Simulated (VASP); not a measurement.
# Hf3N2 (R-3m) in VASP: a series of runs

Hf3N2 is run at these levels: PBEsol; tasks: single point.

All numbers are computed with VASP 6.6.1; they aren't measurements. Logs are shortened: lines on timing, memory, paths and dates and some standing lists are left out, and cuts for length are marked.

### Step 1. The cell of the first run

The structure is trigonal, space group R-3m (No. 166). Conventional cell: a = 3.184 Å, b = 3.184 Å, c = 23.055 Å, α = 90.00°, β = 90.00°, γ = 120.00°. Within 3.2 Å of Hf (site symmetry 3m) lie 3 N at 2.26 Å and 12 Hf at 3.10 to 3.18 Å. Within 3.0 Å of Hf (site symmetry -3m) lie 6 N at 2.24 Å. Within 3.0 Å of N (site symmetry 3m) lie 6 Hf at 2.24 to 2.26 Å.

### Step 2. Single point, PBEsol

File INCAR:

```
  ALGO = Normal
  EDIFF = 1E-6
  ENCUT = 520
  GGA = PS
  ISIF = 2
  ISMEAR = 0
  LASPH = T
  LCHARG = F
  LREAL = F
  LWAVE = F
  NBANDS = 28
  NELM = 100
  PREC = Accurate
  SIGMA = 0.1
```

File KPOINTS:

```
k-points
0
Gamma
  12 12 12
```

File POSCAR:

```
Hf3N2
1.0
    1.5918739248      0.9190688390      7.6849974431
   -1.5918739248      0.9190688390      7.6849974431
    0.0000000000     -1.8381376780      7.6849974431
Hf N
3 2
Direct
    0.7790913951      0.7790913951      0.7790913951
    0.2209086049      0.2209086049      0.2209086049
    0.0000000000      0.0000000000      0.0000000000
    0.6110463755      0.6110463755      0.6110463755
    0.3889536245      0.3889536245      0.3889536245
```

Potentials or basis: VASP PAW PBE potentials, release 64 (Hf_pv, N).

Run with:

```sh
$ cat potpaw_PBE.64/Hf_pv/POTCAR potpaw_PBE.64/N/POTCAR > POTCAR
$ mpirun -np 1 vasp_std > vasp.out
```

OUTCAR:

```text
EDIFF = 1E-6
   ENCUT = 520
   GGA = PS
   ISIF = 2
   ISMEAR = 0
   LASPH = T
   LREAL = F
   NELM = 100
   PREC = Accurate

 ion  position               nearest neighbor table
   1  0.779  0.779  0.779-   5 2.26   5 2.26   5 2.26   2 3.10   2 3.10   2 3.10   3 3.18   3 3.18
                             3 3.18
   2  0.221  0.221  0.221-   4 2.26   4 2.26   4 2.26   1 3.10   1 3.10   1 3.10   3 3.18   3 3.18
                             3 3.18
   3  0.000  0.000  0.000-   4 2.24   4 2.24   5 2.24   5 2.24   4 2.24   5 2.24   2 3.18   1 3.18
                             2 3.18   1 3.18   2 3.18   1 3.18
   4  0.611  0.611  0.611-   3 2.24   3 2.24   3 2.24   2 2.26   2 2.26   2 2.26
   5  0.389  0.389  0.389-   3 2.24   3 2.24   3 2.24   1 2.26   1 2.26   1 2.26

  LATTYP: Found a trigonal (rhomboedric) cell.
 ALAT       =     7.9017678923
 COS(alpha) =     0.9188293925

  Lattice vectors:

 A1 = (   1.5918739248,   0.9190688390,   7.6849974431)
 A2 = (  -1.5918739248,   0.9190688390,   7.6849974431)
 A3 = (   0.0000000000,  -1.8381376780,   7.6849974431)

Analysis of symmetry for initial positions (statically):
=====================================================================
 Subroutine PRICEL returns:
 Original cell was already a primitive cell.

 Routine SETGRP: Setting up the symmetry group for a
 trigonal (rhombohedral) supercell.

 Subroutine GETGRP returns: Found 12 space group operations
 (whereof 12 operations were pure point group operations)
 out of a pool of 12 trial point group operations.

The static configuration has the point symmetry D_3d.

Analysis of symmetry for dynamics (positions and initial velocities):
=====================================================================
 Subroutine PRICEL returns:
 Original cell was already a primitive cell.

 Routine SETGRP: Setting up the symmetry group for a
 trigonal (rhombohedral) supercell.

 Subroutine GETGRP returns: Found 12 space group operations
 (whereof 12 operations were pure point group operations)
 out of a pool of 12 trial point group operations.

The dynamic configuration has the point symmetry D_3d.

 Subroutine INISYM returns: Found 12 space group operations
 (whereof 12 operations are pure point group operations),
 and found     1 'primitive' translations

----------------------------------------------------------------------------------------

                                     Primitive cell

  volume of cell :      67.4608

  direct lattice vectors                    reciprocal lattice vectors
     1.591873925  0.919068839  7.684997443     0.314095226  0.181342963  0.043374554
    -1.591873925  0.919068839  7.684997443    -0.314095226  0.181342963  0.043374554
     0.000000000 -1.838137678  7.684997443     0.000000000 -0.362685926  0.043374554

  length of vectors
     7.901767892  7.901767892  7.901767892     0.365270356  0.365270356  0.365270356

  position of ions in fractional coordinates (direct lattice)
     0.779091395  0.779091395  0.779091395
     0.220908605  0.220908605  0.220908605
     0.000000000  0.000000000  0.000000000
     0.611046376  0.611046376  0.611046376
     0.388953624  0.388953624  0.388953624

  ion indices of the primitive-cell ions
   primitive index   ion index
                 1           1
                 2           2
                 3           3
                 4           4
                 5           5

----------------------------------------------------------------------------------------

 KPOINTS: k-points

Automatic generation of k-mesh.
 Grid dimensions read from file:
 generate k-points for:   12   12   12

 Generating k-lattice:

  Cartesian coordinates                     Fractional coordinates (reciprocal lattice)
     0.026174602  0.015111914  0.003614546     0.083333333  0.000000000  0.000000000
    -0.026174602  0.015111914  0.003614546     0.000000000  0.083333333  0.000000000
     0.000000000 -0.030223827  0.003614546     0.000000000  0.000000000  0.083333333

  Length of vectors
     0.030439196  0.030439196  0.030439196

  Shift w.r.t. Gamma in fractional coordinates (k-lattice)
     0.000000000  0.000000000  0.000000000

 Subroutine IBZKPT returns following result:
 ===========================================

 Found    189 irreducible k-points:

 Following reciprocal coordinates:
            Coordinates               Weight
  0.000000  0.000000  0.000000      1.000000
  0.083333 -0.000000  0.000000      6.000000
  0.166667  0.000000  0.000000      6.000000
  0.250000 -0.000000  0.000000      6.000000
  0.333333  0.000000  0.000000      6.000000
  0.416667  0.000000  0.000000      6.000000
[... 16 lines left out ...]
  0.500000  0.166667  0.000000     12.000000
 -0.416667  0.166667 -0.000000     12.000000
 [... further k-points ...]
   k-points           NKPTS =    189   k-points in BZ     NKDIM =    189   number of bands    NBANDS=     28
   number of dos      NEDOS =    301   number of ions     NIONS =      5
   total plane-waves  NPLWV = 216000
   dimension x,y,z NGX =    60 NGY =   60 NGZ =   60
   dimension x,y,z NGXF=   120 NGYF=  120 NGZF=  120
   ions per type =               3   2
   NGX,Y,Z   is equivalent  to a cutoff of  12.62, 12.62, 12.62 a.u.
   NGXF,Y,Z  is equivalent  to a cutoff of  25.25, 25.25, 25.25 a.u.
 SYSTEM =  unknown system
   PREC   = accura    normal or accurate (medium, high low for compatibility)
   ISTART =      0    job   : 0-new  1-cont  2-samecut
   ICHARG =      2    charge: 1-file 2-atom 10-const
   ISPIN  =      1    spin polarized calculation?
   LNONCOLLINEAR =      F non collinear calculations
   LSORBIT =      F    spin-orbit coupling
   LASPH  =      T    aspherical Exc in radial PAW
   ENCUT  =  520.0 eV  38.22 Ry    6.18 a.u.  14.69 14.69 14.69*2*pi/ulx,y,z
   NELM   =    100;   NELMIN=  2; NELMDL= -5     # of ELM steps
   EDIFF  = 0.1E-05   stopping-criterion for ELM
   LREAL  =      F    real-space projection
   EDIFFG = 0.1E-04   stopping-criterion for IOM
   NSW    =      0    number of steps for IOM
   IBRION =     -1    ionic relax: 0-MD 1-quasi-New 2-CG
   NFREE  =      0    steps in history (QN), initial steepest desc. (CG)
   ISIF   =      2    stress and relaxation
   ISYM   =      2    0-nonsym 1-usesym 2-fastsym
   POTIM  = 0.5000    time-step for ionic-motion
   TEBEG  =    0.0;   TEEND  =   0.0 temperature during run
   PSTRESS=    0.0 pullay stress
   NELECT =      40.0000    total number of electrons
   NUPDOWN=      -1.0000    fix difference up-down
   EMIN   =  10.00;   EMAX   =-10.00  energy-range for DOS
   EFERMI =   0.00;   METHOD = LEGACY
   ISMEAR =     0;   SIGMA  =   0.10  broadening in eV -4-tet -1-fermi 0-gaus
   EFERMI_NEDOS =   21; number of points for ismear=-14 and -15
   IALGO  =     38    algorithm
   IMIX   =      4    mixing-type and parameters
     AMIX     =   0.40;   BMIX     =  1.00
     AMIX_MAG =   1.60;   BMIX_MAG =  1.00
  volume/ion in A,a.u.               =      13.49        91.05
  Fermi-wavevector in a.u.,A,eV,Ry     =   1.375343  2.599021 25.736339  1.891568
  Thomas-Fermi vector in A             =   2.500687
   LORBIT       =      0    0 simple, 1 ext, 2 COOP (PROOUT), +10 PAW based schemes
   GGA     = PS    functional components
   LHFCALC =     F    Hartree Fock is set to
   AEXX    =    0.0000 exact exchange contribution
   IVDW    =     0    specifies the selected vdW correction
   LEPSILON=     F    determine dielectric tensor
   LRPA    =     F    only Hartree local field effects (RPA)
 non-spin polarized calculation
 Gauss-broadening in eV      SIGMA  =   0.10
  energy-cutoff  :      520.00
  volume of cell :       67.46
 maximum number of plane-waves:      1834
   NGX = 29   NGY = 29   NGZ = 29

 number of electron      40.0000000 magnetization

 Free energy of the ion-electron system (eV)
  ---------------------------------------------------
  ext. energy  EPLUGINS =         0.00000000
  ---------------------------------------------------
  free energy    TOTEN  =       -56.82410144 eV

  energy without entropy =      -56.81704723  energy(sigma->0) =      -56.82057434

 E-fermi :   6.6734     XC(G=0): -12.4904

 val. band max:        6.6685041631   @ k =   0.1667   0.1667   0.0000
 cond. band min:       6.6768382368   @ k =  -0.3333  -0.4167   0.2500
 fundamental gap:      0.0083340736
 Fermi energy:         6.6733923403

 k-point     1 :       0.0000    0.0000    0.0000
  band No.  band energies     occupation
      1     -24.7355      2.00000
      2     -24.1839      2.00000
      3     -24.1839      2.00000
      4     -23.9563      2.00000
      5     -23.3783      2.00000
      6     -23.3153      2.00000
[... 20 lines left out ...]
     27       9.5673      0.00000
     28      10.4782      0.00000

 k-point     2 :       0.0833   -0.0000    0.0000
  band No.  band energies     occupation
      1     -24.7222      2.00000
      2     -24.2496      2.00000
      3     -24.1955      2.00000
      4     -23.9281      2.00000
      5     -23.4066      2.00000
      6     -23.3354      2.00000
[... 20 lines left out ...]
     27       9.7639      0.00000
     28      10.3587      0.00000

 k-point     3 :       0.1667    0.0000    0.0000
  band No.  band energies     occupation
      1     -24.6857      2.00000
      2     -24.4064      2.00000
      3     -24.2271      2.00000
      4     -23.8725      2.00000
      5     -23.5071      2.00000
      6     -23.4295      2.00000
[... 20 lines left out ...]
     27      10.2971      0.00000
     28      10.8489      0.00000

 k-point     4 :       0.2500   -0.0000    0.0000
  band No.  band energies     occupation
      1     -24.6404      2.00000
      2     -24.5969      2.00000
      3     -24.2698      2.00000
      4     -23.8211      2.00000
      5     -23.6512      2.00000
      6     -23.5851      2.00000
[... 578 lines left out ...]
     27      11.6518      0.00000
     28      12.0472      0.00000

 k-point    23 :       0.5000    0.1667    0.0000
  band No.  band energies     occupation
      1     -24.8701      2.00000
      2     -24.5244      2.00000
      3     -24.4652      2.00000
      4     -23.8981      2.00000
      5     -23.8690      2.00000
      6     -23.6412      2.00000
[... 20 lines left out ...]
     27      12.0682      0.00000
     28      12.4832      0.00000

 k-point    24 :      -0.4167    0.1667   -0.0000
  band No.  band energies     occupation
      1     -24.9017      2.00000
      2     -24.5106      2.00000
      3     -24.4876      2.00000
      4     -23.9213      2.00000
      5     -23.8930      2.00000
      6     -23.6088      2.00000
[... 20 lines left out ...]
     27      11.8399      0.00000
     28      12.6796      0.00000

 [... further k-points ...]
[... 5 lines left out ...]
  --------------------------------------------------------------------------------------
  -------------------------------------------------------------------------------------
  Total        0.2383019      0.2383019      0.3310738      0.0000000      0.0000000      0.0000000
  in kB        5.6596081      5.6596081      7.8629168      0.0000000      0.0000000      0.0000000
  external PRESSURE =       6.3940443 kB  Pullay stress =       0.0000000 kB

 VOLUME and BASIS-vectors are now :
 -----------------------------------------------------------------------------
  energy-cutoff  :      520.00
  volume of cell :       67.46
      direct lattice vectors                 reciprocal lattice vectors
     1.591873925  0.919068839  7.684997443     0.314095226  0.181342963  0.043374554
    -1.591873925  0.919068839  7.684997443    -0.314095226  0.181342963  0.043374554
     0.000000000 -1.838137678  7.684997443     0.000000000 -0.362685926  0.043374554

 POSITION                                       TOTAL-FORCE (eV/Angst)
 -----------------------------------------------------------------------------------
      0.00000      0.00000     17.96195        -0.000000      0.000000     -0.075520
      0.00000      0.00000      5.09305        -0.000000     -0.000000      0.075520
      0.00000      0.00000      0.00000         0.000000      0.000000      0.000000
      0.00000      0.00000     14.08767        -0.000000     -0.000000      0.033735
      0.00000      0.00000      8.96732        -0.000000      0.000000     -0.033735
 -----------------------------------------------------------------------------------
    total drift:                               -0.000000     -0.000000      0.000000

  FREE ENERGIE OF THE ION-ELECTRON SYSTEM (eV)
  ---------------------------------------------------
  free  energy   TOTEN  =       -56.8241014379 eV

  energy  without entropy=      -56.8170472343  energy(sigma->0) =      -56.82057434
```

Wall time 19 min (1 thread of AMD EPYC 9R45 (Zen 5), shared host); peak memory 0.63 GiB.

What came out:

```yaml
Free_energy: -56.8241 eV
Pressure: 0.6 GPa
Largest_force: 0.076 eV/Å
Band_gap_on_the_k_mesh: zero (bands 20 and 21 overlap by 1.01 eV)
```

Forces on the atoms (eV/Å):
```
Hf   0.000  0.000 -0.076
Hf   0.000  0.000  0.076
Hf   0.000  0.000  0.000
N    0.000  0.000  0.034
N    0.000  0.000 -0.034
```

Caveat: the PAW data sets were made with another functional, which shifts forces and pressure a little; spin-orbit coupling is left out, which moves the levels of the heavy elements.

### Step 3. Single point, PBEsol

This run uses another cell than the first one, of 13.74 Å³/atom.

File INCAR:

```
PREC = Accurate
ENCUT = 520
EDIFF = 1E-6
ISMEAR = 0
SIGMA = 0.1
LREAL = F
LASPH = T
NELM = 60
ALGO = Normal
ISIF = 2
LWAVE = F
LCHARG = F
GGA = PS
NBANDS = 28
```

File KPOINTS:

```
Automatic mesh
0
Gamma
  12 12 12
```

File POSCAR:

```
Hf3N2
1.0
    1.6016200423      0.9246957626      7.7309492788
   -1.6016200423      0.9246957626      7.7309492788
    0.0000000000     -1.8493915251      7.7309492788
Hf N
3 2
Direct
    0.7788601335      0.7788601335      0.7788601335
    0.2211398665      0.2211398665      0.2211398665
    0.0000000000      0.0000000000      0.0000000000
    0.6112134218      0.6112134218      0.6112134218
    0.3887865782      0.3887865782      0.3887865782
```

Potentials or basis: VASP PAW PBE potentials, release 64 (Hf_pv, N).

Run with:

```sh
$ cat potpaw_PBE.64/Hf_pv/POTCAR potpaw_PBE.64/N/POTCAR > POTCAR
$ mpirun -np 1 vasp_std > vasp.out
```

Run time: 20 min. Hardware: 1 thread of AMD EPYC 9R45 (Zen 5), shared host; peak memory 0.64 GiB.

It converged, with:

| Property | Result |
| --- | --- |
| Free energy | -56.8148 eV |
| Pressure | -3.4 GPa |
| Largest force | 0.075 eV/Å |
| Band gap on the k mesh | zero (bands 20 and 21 overlap by 1.04 eV) |

Forces on the atoms (eV/Å):
```
Hf   0.000  0.000 -0.075
Hf   0.000  0.000  0.075
Hf   0.000  0.000  0.000
N    0.000  0.000  0.023
N    0.000  0.000 -0.023
```

Stress tensor (GPa, compression positive):
```
-3.47  0.00  0.00
 0.00 -3.47  0.00
 0.00  0.00 -3.26
```

Levels at points of the mesh, in eV from the Fermi level:
| k point | band 18 | band 19 | band 20 | band 21 | band 22 | band 23 |
| --- | --- | --- | --- | --- | --- | --- |
| (0.00, 0.00, 0.00) | -3.01 | 0.40 | 0.54 | 0.75 | 0.75 | 1.90 |
| (0.50, 0.00, 0.00) | -2.44 | -0.92 | -0.43 | -0.36 | 2.87 | 3.35 |
| (0.50, 0.50, 0.00) | -2.98 | -0.86 | -0.21 | 0.58 | 1.93 | 3.29 |
| (0.50, 0.50, 0.50) | -1.70 | -0.86 | 0.46 | 0.46 | 1.41 | 1.60 |

Caveat: the cell stands under tension; the PAW data sets were made with another functional, which shifts forces and pressure a little; spin-orbit coupling is left out, which moves the levels of the heavy elements.

[end of part 1 of 2]
